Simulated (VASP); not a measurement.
# La (P6_3/mmc) in VASP: single point with PBE

Aim: the single point of La with PBE.

Program: VASP 6.6.1. These are calculated values, not measurements. Logs are shortened: lines on timing, memory, paths and dates and some standing lists are left out, and cuts for length are marked.

### 1 The cell of the first run

Symmetry: P6_3/mmc, No. 194, hexagonal system. Conventional cell: a = 3.750 Å, b = 3.750 Å, c = 6.070 Å, α = 90.00°, β = 90.00°, γ = 120.00°. Within 4.9 Å of La (site symmetry -6m2) lie 12 La at 3.73 to 3.75 Å.

### 2 Single point, PBE

Contents of INCAR:

```
PREC     = Accurate       # precision mode
ENCUT    = 520            # plane-wave cutoff, eV
EDIFF    = 1E-6           # SCF threshold, eV
ISMEAR   = 0              # smearing method
SIGMA    = 0.05           # smearing width, eV
LREAL    = False          # projectors in reciprocal space
LASPH    = True           # aspherical terms in the spheres
NELM     = 60             # most SCF steps
ALGO     = Normal         # electronic algorithm
ISIF     = 2              # what is computed and relaxed
LWAVE    = False          # write WAVECAR
LCHARG   = True           # write CHGCAR
GGA      = PE             # functional
LELF     = True           # ELF
LVHAR    = True         
NBANDS   = 18             # bands
```

Contents of KPOINTS:

```
regular mesh
0
Gamma
  12 12 8
```

Contents of POSCAR:

```
La
1.0
    3.7500000000      0.0000000000      0.0000000000
   -1.8750000000      3.2475952600      0.0000000000
    0.0000000000      0.0000000000      6.0700000000
La
2
Direct
    0.3333333300      0.6666666700      0.2500000000
    0.6666666700      0.3333333300      0.7500000000
```

Potentials or basis: VASP PAW PBE potentials, release 64 (La).

On the command line:

```bash
> cat potpaw_PBE.64/La/POTCAR > POTCAR
> mpirun -np 1 vasp_std > vasp.out
```

OUTCAR:

```text
PREC = Accurate
   ENCUT = 520
   EDIFF = 1E-6
   ISMEAR = 0
   LREAL = False
   LASPH = True
   NELM = 60
   ISIF = 2
   GGA = PE

 ion  position               nearest neighbor table
   1  0.333  0.667  0.250-
   2  0.667  0.333  0.750-

  LATTYP: Found a hexagonal cell.
 ALAT       =     3.7500000000
 C/A-ratio  =     1.6186666667

  Lattice vectors:

 A1 = (   3.7500000000,   0.0000000000,   0.0000000000)
 A2 = (  -1.8750000000,   3.2475952600,   0.0000000000)
 A3 = (   0.0000000000,   0.0000000000,   6.0700000000)

Analysis of symmetry for initial positions (statically):
=====================================================================
 Subroutine PRICEL returns:
 Original cell was already a primitive cell.

 Routine SETGRP: Setting up the symmetry group for a
 hexagonal supercell.

 Subroutine GETGRP returns: Found 24 space group operations
 (whereof 12 operations were pure point group operations)
 out of a pool of 24 trial point group operations.

The static configuration has the point symmetry D_3d.
 The point group associated with its full space group is D_6h.

Analysis of symmetry for dynamics (positions and initial velocities):
=====================================================================
 Subroutine PRICEL returns:
 Original cell was already a primitive cell.

 Routine SETGRP: Setting up the symmetry group for a
 hexagonal supercell.

 Subroutine GETGRP returns: Found 24 space group operations
 (whereof 12 operations were pure point group operations)
 out of a pool of 24 trial point group operations.

The dynamic configuration has the point symmetry D_3d.
 The point group associated with its full space group is D_6h.

 Subroutine INISYM returns: Found 24 space group operations
 (whereof 12 operations are pure point group operations),
 and found     1 'primitive' translations

----------------------------------------------------------------------------------------

                                     Primitive cell

  volume of cell :      73.9234

  direct lattice vectors                    reciprocal lattice vectors
     3.750000000  0.000000000  0.000000000     0.266666667  0.153960072  0.000000000
    -1.875000000  3.247595260  0.000000000     0.000000000  0.307920144  0.000000000
     0.000000000  0.000000000  6.070000000     0.000000000  0.000000000  0.164744646

  length of vectors
     3.750000000  3.749999996  6.070000000     0.307920144  0.307920144  0.164744646

  position of ions in fractional coordinates (direct lattice)
     0.333333330  0.666666670  0.250000000
     0.666666670  0.333333330  0.750000000

  ion indices of the primitive-cell ions
   primitive index   ion index
                 1           1
                 2           2

----------------------------------------------------------------------------------------

 KPOINTS: regular mesh

Automatic generation of k-mesh.
 Grid dimensions read from file:
 generate k-points for:   12   12    8

 Generating k-lattice:

  Cartesian coordinates                     Fractional coordinates (reciprocal lattice)
     0.022222222  0.012830006  0.000000000     0.083333333  0.000000000  0.000000000
     0.000000000  0.025660012  0.000000000     0.000000000  0.083333333  0.000000000
     0.000000000  0.000000000  0.020593081     0.000000000  0.000000000  0.125000000

  Length of vectors
     0.025660012  0.025660012  0.020593081

  Shift w.r.t. Gamma in fractional coordinates (k-lattice)
     0.000000000  0.000000000  0.000000000

 Subroutine IBZKPT returns following result:
 ===========================================

 Found     95 irreducible k-points:

 Following reciprocal coordinates:
            Coordinates               Weight
  0.000000  0.000000  0.000000      1.000000
  0.083333  0.000000  0.000000      6.000000
  0.166667  0.000000  0.000000      6.000000
  0.250000  0.000000  0.000000      6.000000
  0.333333 -0.000000  0.000000      6.000000
  0.416667  0.000000  0.000000      6.000000
[... 16 lines left out ...]
  0.250000  0.000000  0.125000     12.000000
  0.333333 -0.000000  0.125000     12.000000
 [... further k-points ...]
   k-points           NKPTS =     95   k-points in BZ     NKDIM =     95   number of bands    NBANDS=     18
   number of dos      NEDOS =    301   number of ions     NIONS =      2
   total plane-waves  NPLWV =  37632
   dimension x,y,z NGX =    28 NGY =   28 NGZ =   48
   dimension x,y,z NGXF=    56 NGYF=   56 NGZF=   96
   ions per type =               2
   NGX,Y,Z   is equivalent  to a cutoff of  12.41, 12.41, 13.15 a.u.
   NGXF,Y,Z  is equivalent  to a cutoff of  24.83, 24.83, 26.29 a.u.
 SYSTEM =  unknown system
   PREC   = accura    normal or accurate (medium, high low for compatibility)
   ISTART =      0    job   : 0-new  1-cont  2-samecut
   ICHARG =      2    charge: 1-file 2-atom 10-const
   ISPIN  =      1    spin polarized calculation?
   LNONCOLLINEAR =      F non collinear calculations
   LSORBIT =      F    spin-orbit coupling
   LASPH  =      T    aspherical Exc in radial PAW
   ENCUT  =  520.0 eV  38.22 Ry    6.18 a.u.   6.97  6.97 11.29*2*pi/ulx,y,z
   NELM   =     60;   NELMIN=  2; NELMDL= -5     # of ELM steps
   EDIFF  = 0.1E-05   stopping-criterion for ELM
   LREAL  =      F    real-space projection
   EDIFFG = 0.1E-04   stopping-criterion for IOM
   NSW    =      0    number of steps for IOM
   IBRION =     -1    ionic relax: 0-MD 1-quasi-New 2-CG
   NFREE  =      0    steps in history (QN), initial steepest desc. (CG)
   ISIF   =      2    stress and relaxation
   ISYM   =      2    0-nonsym 1-usesym 2-fastsym
   POTIM  = 0.5000    time-step for ionic-motion
   TEBEG  =    0.0;   TEEND  =   0.0 temperature during run
   PSTRESS=    0.0 pullay stress
   NELECT =      22.0000    total number of electrons
   NUPDOWN=      -1.0000    fix difference up-down
   EMIN   =  10.00;   EMAX   =-10.00  energy-range for DOS
   EFERMI =   0.00;   METHOD = LEGACY
   ISMEAR =     0;   SIGMA  =   0.05  broadening in eV -4-tet -1-fermi 0-gaus
   EFERMI_NEDOS =   21; number of points for ismear=-14 and -15
   IALGO  =     38    algorithm
   IMIX   =      4    mixing-type and parameters
     AMIX     =   0.40;   BMIX     =  1.00
     AMIX_MAG =   1.60;   BMIX_MAG =  1.00
  volume/ion in A,a.u.               =      36.96       249.43
  Fermi-wavevector in a.u.,A,eV,Ry     =   1.093004  2.065478 16.254307  1.194658
  Thomas-Fermi vector in A             =   2.229281
   LORBIT       =      0    0 simple, 1 ext, 2 COOP (PROOUT), +10 PAW based schemes
   GGA     = PE    functional components
   LHFCALC =     F    Hartree Fock is set to
   AEXX    =    0.0000 exact exchange contribution
   IVDW    =     0    specifies the selected vdW correction
   LEPSILON=     F    determine dielectric tensor
   LRPA    =     F    only Hartree local field effects (RPA)
 non-spin polarized calculation
 Gauss-broadening in eV      SIGMA  =   0.05
  energy-cutoff  :      520.00
  volume of cell :       73.92
 maximum number of plane-waves:      2016
 NGX is ok and might be reduce to    28
   NGX = 13   NGY = 13   NGZ = 23

 number of electron      21.9999997 magnetization

 Free energy of the ion-electron system (eV)
  ---------------------------------------------------
  ext. energy  EPLUGINS =         0.00000000
  ---------------------------------------------------
  free energy    TOTEN  =        -9.70969314 eV

  energy without entropy =       -9.70380223  energy(sigma->0) =       -9.70674768

 E-fermi :   7.8710     XC(G=0):  -9.5811

 val. band max:        7.8698713659   @ k =   0.2500   0.0833   0.5000
 cond. band min:       7.8799056846   @ k =   0.2500   0.0000   0.1250
 fundamental gap:      0.0100343188
 Fermi energy:         7.8710485957

 k-point     1 :       0.0000    0.0000    0.0000
  band No.  band energies     occupation
      1     -24.9554      2.00000
      2     -24.7495      2.00000
      3      -9.3408      2.00000
      4      -8.1404      2.00000
      5      -8.1404      2.00000
      6      -7.9539      2.00000
[... 10 lines left out ...]
     17       9.5803      0.00000
     18       9.6806      0.00000

 k-point     2 :       0.0833    0.0000    0.0000
  band No.  band energies     occupation
      1     -24.9441      2.00000
      2     -24.7441      2.00000
      3      -9.3113      2.00000
      4      -8.2173      2.00000
      5      -8.1644      2.00000
      6      -8.0329      2.00000
[... 10 lines left out ...]
     17       9.6080      0.00000
     18       9.6218      0.00000

 k-point     3 :       0.1667    0.0000    0.0000
  band No.  band energies     occupation
      1     -24.9122      2.00000
      2     -24.7298      2.00000
      3      -9.2265      2.00000
      4      -8.4237      2.00000
      5      -8.2391      2.00000
      6      -8.2269      2.00000
[... 10 lines left out ...]
     17       9.6337      0.00000
     18       9.6730      0.00000

 k-point     4 :       0.2500    0.0000    0.0000
  band No.  band energies     occupation
      1     -24.8665      2.00000
      2     -24.7118      2.00000
      3      -9.0971      2.00000
      4      -8.6975      2.00000
      5      -8.5014      2.00000
      6      -8.3071      2.00000
[... 10 lines left out ...]
     17       9.7155      0.00000
     18       9.7362      0.00000

 k-point     5 :       0.3333   -0.0000    0.0000
  band No.  band energies     occupation
      1     -24.8170      2.00000
      2     -24.6971      2.00000
      3      -8.9614      2.00000
      4      -8.9424      2.00000
      5      -8.7464      2.00000
      6      -8.3830      2.00000
[... 10 lines left out ...]
     17       9.6880      0.00000
     18       9.7718      0.00000

 k-point     6 :       0.4167    0.0000    0.0000
  band No.  band energies     occupation
      1     -24.7757      2.00000
      2     -24.6908      2.00000
      3      -9.1482      2.00000
      4      -8.9169      2.00000
      5      -8.7954      2.00000
      6      -8.4364      2.00000
[... 10 lines left out ...]
     17       9.7425      0.00000
     18       9.8044      0.00000

 k-point     7 :       0.5000    0.0000    0.0000
  band No.  band energies     occupation
      1     -24.7582      2.00000
      2     -24.6907      2.00000
      3      -9.2153      2.00000
      4      -8.9777      2.00000
      5      -8.7248      2.00000
      6      -8.4556      2.00000
[... 10 lines left out ...]
     17       9.7735      0.00000
     18       9.8140      0.00000

 k-point     8 :       0.0833    0.0833    0.0000
  band No.  band energies     occupation
      1     -24.9224      2.00000
      2     -24.7342      2.00000
      3      -9.2541      2.00000
      4      -8.3429      2.00000
      5      -8.2545      2.00000
      6      -8.1332      2.00000
[... 10 lines left out ...]
     17       9.6497      0.00000
     18       9.7105      0.00000
[... 229 lines left out ...]
     17       9.6507      0.00000
     18       9.6945      0.00000

 k-point    20 :       0.0000    0.0000    0.1250
  band No.  band energies     occupation
      1     -24.9478      2.00000
      2     -24.7576      2.00000
      3      -9.2926      2.00000
      4      -8.1335      2.00000
      5      -8.1335      2.00000
      6      -7.9798      2.00000
[... 10 lines left out ...]
     17       9.5664      0.00000
     18       9.7153      0.00000

 k-point    21 :       0.0833    0.0000    0.1250
  band No.  band energies     occupation
      1     -24.9367      2.00000
      2     -24.7519      2.00000
      3      -9.2657      2.00000
      4      -8.2089      2.00000
      5      -8.1570      2.00000
      6      -8.0672      2.00000
[... 10 lines left out ...]
     17       9.5869      0.00000
     18       9.7459      0.00000

 k-point    22 :       0.1667    0.0000    0.1250
  band No.  band energies     occupation
      1     -24.9055      2.00000
      2     -24.7369      2.00000
      3      -9.1901      2.00000
      4      -8.4107      2.00000
      5      -8.2726      2.00000
      6      -8.2183      2.00000
[... 10 lines left out ...]
     17       9.6681      0.00000
     18       9.6890      0.00000

 k-point    23 :       0.2500    0.0000    0.1250
  band No.  band energies     occupation
      1     -24.8608      2.00000
      2     -24.7178      2.00000
      3      -9.0857      2.00000
      4      -8.6689      2.00000
      5      -8.5298      2.00000
      6      -8.2971      2.00000
[... 10 lines left out ...]
     17       9.7050      0.00000
     18       9.7262      0.00000

 k-point    24 :       0.3333   -0.0000    0.1250
  band No.  band energies     occupation
      1     -24.8125      2.00000
      2     -24.7017      2.00000
      3      -9.0546      2.00000
      4      -8.8425      2.00000
      5      -8.7483      2.00000
      6      -8.3719      2.00000
[... 10 lines left out ...]
     17       9.6929      0.00000
     18       9.7680      0.00000

 [... further k-points ...]

------------------------ aborting loop because EDIFF is reached ----------------------------------------

  FORCE on cell =-STRESS in cart. coord.  units (eV):
  Direction    XX          YY          ZZ          XY          YZ          ZX
  --------------------------------------------------------------------------------------
  -------------------------------------------------------------------------------------
  Total        0.2807704      0.2807704      0.3204999      0.0000000      0.0000000      0.0000000
  in kB        6.0852734      6.0852734      6.9463486      0.0000000      0.0000000      0.0000000
  external PRESSURE =       6.3722985 kB  Pullay stress =       0.0000000 kB

 VOLUME and BASIS-vectors are now :
 -----------------------------------------------------------------------------
  energy-cutoff  :      520.00
  volume of cell :       73.92
      direct lattice vectors                 reciprocal lattice vectors
     3.750000000  0.000000000  0.000000000     0.266666667  0.153960072  0.000000000
    -1.875000000  3.247595260  0.000000000     0.000000000  0.307920144  0.000000000
     0.000000000  0.000000000  6.070000000     0.000000000  0.000000000  0.164744646

 POSITION                                       TOTAL-FORCE (eV/Angst)
 -----------------------------------------------------------------------------------
     -0.00000      2.16506      1.51750         0.000000      0.000000      0.000000
      1.87500      1.08253      4.55250        -0.000000     -0.000000      0.000000
 -----------------------------------------------------------------------------------
    total drift:                               -0.000008      0.000005     -0.000000

  FREE ENERGIE OF THE ION-ELECTRON SYSTEM (eV)
  ---------------------------------------------------
  free  energy   TOTEN  =        -9.7096931361 eV

  energy  without entropy=       -9.7038022288  energy(sigma->0) =       -9.70674768
```

Run time: 2.6 min. Hardware: 1 thread of Intel Xeon 8259CL, shared host; peak memory 0.28 GiB.

What came out:

```yaml
Free_energy: -9.7097 eV
Pressure: 0.6 GPa
Band_gap_on_the_k_mesh: zero (bands 11 and 12 overlap by 1.49 eV)
```

Stress tensor (GPa, compression positive):
```
0.61 0.00 0.00
0.00 0.61 0.00
0.00 0.00 0.69
```

Caveat: spin-orbit coupling is left out, which moves the levels of the heavy elements.
